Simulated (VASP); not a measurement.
# MnO2 (P4_2/mnm) in VASP: a series of runs

MnO2 is run at these levels: PBE+U; tasks: single point.

Program: VASP 6.6.1. These are calculated values, not measurements. Logs are shortened: lines on timing, memory, paths and dates and some standing lists are left out, and cuts for length are marked.

## Step 1: The cell of the first run

Symmetry: P4_2/mnm, No. 136, tetragonal system. Conventional cell: a = 4.457 Å, b = 4.457 Å, c = 2.943 Å, α = 90.00°, β = 90.00°, γ = 90.00°. Within 2.5 Å of Mn (site symmetry mmm) lie 6 O at 1.91 to 1.93 Å. O (site symmetry m2m) has 3 Mn at 1.91 to 1.93 Å and 1 O at 2.44 Å within 2.5 Å.

## Step 2: Single point, PBE+U, collinear spin, ferromagnetic start

File INCAR:

```
PREC     = Accurate       # precision mode
ENCUT    = 520            # plane-wave cutoff, eV
EDIFF    = 1E-7           # SCF threshold, eV
ISMEAR   = 0              # smearing method
SIGMA    = 0.1            # smearing width, eV
LREAL    = F              # projectors in reciprocal space
LASPH    = T              # aspherical terms in the spheres
NELM     = 150            # most SCF steps
ALGO     = Normal         # electronic algorithm
ISIF     = 2              # what is computed and relaxed
LWAVE    = F              # write WAVECAR
LCHARG   = F              # write CHGCAR
ISPIN    = 2              # spin polarisation
MAGMOM   = 2.91 2.91 0 0 0 0 # initial moments
LORBIT   = 11             # projections on sites
LMAXMIX  = 4              # l up to which the mixer works
LDAU     = T              # DFT+U
LDAUTYPE = 2            
LDAUL    = 2 -1           # shell
LDAUU    = 3.9 0          # U, eV
LDAUJ    = 0 0          
LDAUPRINT= 1            
GGA      = PE             # functional
NBANDS   = 38             # bands
```

File KPOINTS:

```
regular mesh
0
Gamma
  4 4 8
```

File POSCAR:

```
MnO2
1.0
    4.4572266441      0.0000000000      0.0000000000
    0.0000000000      4.4572266441      0.0000000000
    0.0000000000      0.0000000000      2.9428206314
Mn O
2 4
Direct
    0.0000000000      0.0000000000      0.0000000000
    0.5000000000      0.5000000000      0.5000000000
    0.3060781166      0.3060781166      0.0000000000
    0.1939218834      0.8060781166      0.5000000000
    0.6939218834      0.6939218834      0.0000000000
    0.8060781166      0.1939218834      0.5000000000
```

Potentials or basis: VASP PAW PBE potentials, release 64 (Mn_pv, O).

Started as:

```
$ cat potpaw_PBE.64/Mn_pv/POTCAR potpaw_PBE.64/O/POTCAR > POTCAR
$ mpirun -np 1 vasp_std > vasp.out
```

OUTCAR:

```text
PREC = Accurate
   ENCUT = 520
   EDIFF = 1E-7
   ISMEAR = 0
   LREAL = F
   LASPH = T
   NELM = 150
   ISIF = 2
   ISPIN = 2
   LORBIT = 11
   GGA = PE

 ion  position               nearest neighbor table
   1  0.000  0.000  0.000-   4 1.91   6 1.91   4 1.91   6 1.91   5 1.93   3 1.93
   2  0.500  0.500  0.500-   3 1.91   5 1.91   3 1.91   5 1.91   4 1.93   6 1.93
   3  0.306  0.306  0.000-   2 1.91   2 1.91   1 1.93
   4  0.194  0.806  0.500-   1 1.91   1 1.91   2 1.93
   5  0.694  0.694  0.000-   2 1.91   2 1.91   1 1.93
   6  0.806  0.194  0.500-   1 1.91   1 1.91   2 1.93

  LATTYP: Found a simple tetragonal cell.
 ALAT       =     4.4572266441
 C/A-ratio  =     0.6602358072

  Lattice vectors:

 A1 = (   4.4572266441,   0.0000000000,   0.0000000000)
 A2 = (   0.0000000000,   4.4572266441,   0.0000000000)
 A3 = (   0.0000000000,   0.0000000000,   2.9428206314)

Analysis of symmetry for initial positions (statically):
=====================================================================
 Subroutine PRICEL returns:
 Original cell was already a primitive cell.

 Routine SETGRP: Setting up the symmetry group for a
 simple tetragonal supercell.

 Subroutine GETGRP returns: Found 16 space group operations
 (whereof  8 operations were pure point group operations)
 out of a pool of 16 trial point group operations.

The static configuration has the point symmetry D_2h.
 The point group associated with its full space group is D_4h.

Analysis of symmetry for dynamics (positions and initial velocities):
=====================================================================
 Subroutine PRICEL returns:
 Original cell was already a primitive cell.

 Routine SETGRP: Setting up the symmetry group for a
 simple tetragonal supercell.

 Subroutine GETGRP returns: Found 16 space group operations
 (whereof  8 operations were pure point group operations)
 out of a pool of 16 trial point group operations.

The dynamic configuration has the point symmetry D_2h.
 The point group associated with its full space group is D_4h.

Analysis of structural, dynamic, and magnetic symmetry:
=====================================================================
 Subroutine PRICEL returns:
 Original cell was already a primitive cell.

[... 220 lines left out ...]
  o =  0.5381  v =  0.8501  0.0000  0.5267  0.0000  0.0000  0.0000  0.0000  0.0000  0.0000  0.0000      0.0000  0.0000  0.0000  0.0000  0.0000  0.0000  0.0000  0.0000  0.0000  0.0000
  o =  0.9527  v = -0.5267 -0.0000  0.8501  0.0000  0.0000  0.0000  0.0000  0.0000  0.0000  0.0000      0.0000  0.0000  0.0000  0.0000  0.0000  0.0000  0.0000  0.0000  0.0000  0.0000
  o =  0.9636  v = -0.0000  0.7071  0.0000 -0.7071 -0.0000  0.0000  0.0000  0.0000  0.0000  0.0000      0.0000  0.0000  0.0000  0.0000  0.0000  0.0000  0.0000  0.0000  0.0000  0.0000
  o =  0.9698  v =  0.0000  0.0000 -0.0000 -0.0000  1.0000  0.0000  0.0000  0.0000  0.0000  0.0000      0.0000  0.0000  0.0000  0.0000  0.0000  0.0000  0.0000  0.0000  0.0000  0.0000

 number of electron      49.9999966 magnetization       6.0761821

 Free energy of the ion-electron system (eV)
  ---------------------------------------------------
  ext. energy  EPLUGINS =         0.00000000
  ---------------------------------------------------
  free energy    TOTEN  =       -42.37889166 eV

  energy without entropy =      -42.37493310  energy(sigma->0) =      -42.37691238

 E-fermi :   4.3542     XC(G=0): -11.7253

 val. band max:        4.3316693566   @ k =   0.2500   0.0000   0.0000
 cond. band min:       4.4024672929   @ k =   0.5000   0.0000   0.5000
 fundamental gap:      0.0707979363
 Fermi energy:         4.3542212397

 spin component 1

 k-point     1 :       0.0000    0.0000    0.0000
  band No.  band energies     occupation
      1     -46.4093      1.00000
      2     -46.4033      1.00000
      3     -46.3775      1.00000
      4     -46.3775      1.00000
      5     -46.3230      1.00000
      6     -46.3230      1.00000
[... 1913 lines left out ...]
     36      18.2987      0.00000
     37      19.7485      0.00000

 [... further k-points ...]

 [bands above 37 left out]

------------------------ aborting loop because EDIFF is reached ----------------------------------------

  FORCE on cell =-STRESS in cart. coord.  units (eV):
  Direction    XX          YY          ZZ          XY          YZ          ZX
  --------------------------------------------------------------------------------------
  -------------------------------------------------------------------------------------
  Total        0.2980047      0.2980047      0.1437791      0.0000000      0.0000000      0.0000000
  in kB        8.1665840      8.1665840      3.9401537      0.0000000      0.0000000      0.0000000
  external PRESSURE =       6.7577739 kB  Pullay stress =       0.0000000 kB

 VOLUME and BASIS-vectors are now :
 -----------------------------------------------------------------------------
  energy-cutoff  :      520.00
  volume of cell :       58.46
      direct lattice vectors                 reciprocal lattice vectors
     4.457226644  0.000000000  0.000000000     0.224354757  0.000000000  0.000000000
     0.000000000  4.457226644  0.000000000     0.000000000  0.224354757  0.000000000
     0.000000000  0.000000000  2.942820631     0.000000000  0.000000000  0.339810041

 POSITION                                       TOTAL-FORCE (eV/Angst)
 -----------------------------------------------------------------------------------
      0.00000      0.00000      0.00000         0.000000     -0.000000      0.000000
      2.22861      2.22861      1.47141         0.000000     -0.000000      0.000000
      1.36426      1.36426      0.00000        -0.017237     -0.017237      0.000000
      0.86435      3.59287      1.47141         0.017237     -0.017237      0.000000
      3.09297      3.09297      0.00000         0.017237      0.017237      0.000000
      3.59287      0.86435      1.47141        -0.017237      0.017237      0.000000
 -----------------------------------------------------------------------------------
    total drift:                                0.000000      0.000000      0.000000

  FREE ENERGIE OF THE ION-ELECTRON SYSTEM (eV)
  ---------------------------------------------------
  free  energy   TOTEN  =       -42.3788916623 eV

  energy  without entropy=      -42.3749330998  energy(sigma->0) =      -42.37691238

 total charge

# of ion       s       p       d       tot
------------------------------------------
    1        0.338   6.431   4.784  11.553
    2        0.338   6.431   4.784  11.553
    3        1.568   3.453   0.000   5.021
    4        1.568   3.453   0.000   5.021
    5        1.568   3.453   0.000   5.021
    6        1.568   3.453   0.000   5.021
--------------------------------------------------
tot          6.948  26.676   9.567  43.191

 magnetization (x)

# of ion       s       p       d       tot
------------------------------------------
    1        0.020   0.029   3.079   3.129
    2        0.020   0.029   3.079   3.129
    3       -0.002  -0.070   0.000  -0.072
    4       -0.002  -0.070   0.000  -0.072
    5       -0.002  -0.070   0.000  -0.072
    6       -0.002  -0.070   0.000  -0.072
--------------------------------------------------
tot          0.033  -0.221   6.158   5.970
```

Wall time 69 s (1 thread of AMD EPYC 9R45 (Zen 5), shared host); peak memory 0.22 GiB.

Results:

```yaml
Free_energy: -42.3789 eV
Pressure: 0.7 GPa
Largest_force: 0.024 eV/Å
Net_moment: 6.08 μB per cell
Site_moments: Mn +3.13; O -0.07 μB
Valence_electrons_inside_the_program's_atomic_spheres: Mn 11.55; O 5.02
```

Forces in eV/Å, atoms in the order of the input:
```
Mn   0.000  0.000  0.000
Mn   0.000  0.000  0.000
O   -0.017 -0.017  0.000
O    0.017 -0.017  0.000
O    0.017  0.017  0.000
O   -0.017  0.017  0.000
```

Stress tensor (GPa, compression positive):
```
0.82 0.00 0.00
0.00 0.82 0.00
0.00 0.00 0.39
```

Eigenvalues of the final occupation matrices:
| site | spin | trace | eigenvalues |
| --- | --- | --- | --- |
| site 1 d | 1 | 3.95 | 0.52 0.54 0.95 0.96 0.97 |
| site 1 d | 2 | 0.87 | 0.06 0.10 0.10 0.29 0.32 |
| site 2 d | 1 | 3.95 | 0.52 0.54 0.95 0.96 0.97 |
| site 2 d | 2 | 0.87 | 0.06 0.10 0.10 0.29 0.32 |

Caveat: only a ferromagnetic start was run, and an antiferromagnetic order may lie lower in energy. The state reached can hang on the start; a lower one may exist.

## Step 3: Single point, PBE+U, collinear spin, ferromagnetic start (volume scaled by 1.06, then relaxed in part)

File INCAR:

```
SYSTEM = MnO2
ALGO     = Normal         ! electronic algorithm
EDIFF    = 1E-6           ! SCF threshold, eV
ENCUT    = 520            ! plane-wave cutoff, eV
GGA      = PE             ! functional
ISIF     = 2              ! what is computed and relaxed
ISMEAR   = 0              ! smearing method
ISPIN    = 2              ! spin polarisation
LASPH    = .TRUE.         ! aspherical terms in the spheres
LCHARG   = .TRUE.         ! write CHGCAR
LDAU     = .TRUE.         ! DFT+U
LDAUJ    = 0 0          
LDAUL    = 2 -1           ! shell
LDAUPRINT= 1            
LDAUTYPE = 2            
LDAUU    = 3.9 0          ! U, eV
LELF     = .TRUE.         ! ELF
LMAXMIX  = 4              ! l up to which the mixer works
LORBIT   = 11             ! projections on sites
LREAL    = .FALSE.        ! projectors in reciprocal space
LVHAR    = .TRUE.       
LWAVE    = .FALSE.        ! write WAVECAR
MAGMOM   = 3.05 3.05 0 0 0 0 ! initial moments
NBANDS   = 38             ! bands
NELM     = 150            ! most SCF steps
PREC     = Accurate       ! precision mode
SIGMA    = 0.1            ! smearing width, eV
```

File KPOINTS:

```
k-points
0
G
  8 8 12
  0 0 0
```

File POSCAR:

```
MnO2
1.0
    4.5463161853      0.0000000000      0.0000000000
    0.0000000000      4.5463161853      0.0000000000
    0.0000000000      0.0000000000      2.9968096303
Mn O
2 4
Direct
    0.0000000000      0.0000000000      0.0000000000
    0.5000000000      0.5000000000      0.5000000000
    0.3070702585      0.3070702585      0.0000000000
    0.1929297415      0.8070702585      0.5000000000
    0.6929297415      0.6929297415      0.0000000000
    0.8070702585      0.1929297415      0.5000000000
```

Potentials or basis: VASP PAW PBE potentials, release 64 (Mn_pv, O).

Started as:

```
$ cat potpaw_PBE.64/Mn_pv/POTCAR potpaw_PBE.64/O/POTCAR > POTCAR
$ mpirun -np 1 vasp_std > vasp.out
```

It took 15 min on 1 thread of AMD EPYC 7R13, shared host; peak memory 0.41 GiB.

Results (log left out):

| Property | Result |
| --- | --- |
| Free energy | -42.2959 eV |
| Pressure | -7.8 GPa |
| Largest force | 0.019 eV/Å |
| Net moment | 6.09 μB per cell |
| Site moments | Mn +3.30; O -0.14 μB |
| Valence electrons inside the program's atomic spheres | Mn 11.45; O 4.99 |

Forces on the atoms (eV/Å):
```
Mn   0.000  0.000  0.000
Mn   0.000  0.000  0.000
O   -0.013 -0.013  0.000
O    0.013 -0.013  0.000
O    0.013  0.013  0.000
O   -0.013  0.013  0.000
```

Stress tensor (GPa, compression positive):
```
-7.59  0.00  0.00
 0.00 -7.59  0.00
 0.00  0.00 -8.34
```

Levels at points of the mesh, in eV from the Fermi level:
Spin up:
```tsv
k point	band 25	band 26	band 27	band 28	band 29	band 30	band 31	band 32
(0.00, 0.00, 0.00)	-0.80	-0.73	-0.23	-0.23	0.25	2.55	2.55	2.92
(0.50, 0.00, 0.00)	-1.29	-1.29	-0.48	-0.48	1.97	1.97	2.41	2.41
(0.50, 0.50, 0.00)	-1.05	-1.05	-0.02	-0.02	0.92	0.92	2.51	2.51
(0.00, 0.00, 0.50)	-1.00	-1.00	-0.22	-0.22	0.98	0.98	1.42	1.42
(0.50, 0.00, 0.50)	-0.84	-0.84	-0.41	-0.41	-0.10	-0.10	2.96	2.96
(0.50, 0.50, 0.50)	-0.45	-0.45	-0.28	-0.28	1.44	1.44	1.68	1.68
```
Spin down:
```tsv
k point	band 19	band 20	band 21	band 22	band 23	band 24	band 25	band 26
(0.00, 0.00, 0.00)	-1.18	-0.40	-0.40	0.23	2.36	2.41	2.69	2.69
(0.50, 0.00, 0.00)	-2.08	-2.08	-0.55	-0.55	2.86	2.86	3.17	3.17
(0.50, 0.50, 0.00)	-1.56	-1.56	-1.26	-1.26	2.28	2.28	2.70	2.70
(0.00, 0.00, 0.50)	-1.92	-1.92	-1.49	-1.49	3.11	3.11	3.26	3.26
(0.50, 0.00, 0.50)	-1.80	-1.80	-0.86	-0.86	2.47	2.47	2.98	2.98
(0.50, 0.50, 0.50)	-0.89	-0.89	-0.78	-0.78	3.00	3.00	3.27	3.27
```

Eigenvalues of the final occupation matrices:
```csv
site,spin,trace,eigenvalues
site 1 d,1,4.01,0.57 0.57 0.95 0.96 0.96
site 1 d,2,0.76,0.05 0.08 0.09 0.25 0.28
site 2 d,1,4.01,0.57 0.57 0.95 0.96 0.96
site 2 d,2,0.76,0.05 0.08 0.09 0.25 0.28
```

Caveat: only a ferromagnetic start was run, and an antiferromagnetic order may lie lower in energy. The state reached can hang on the start; a lower one may exist.
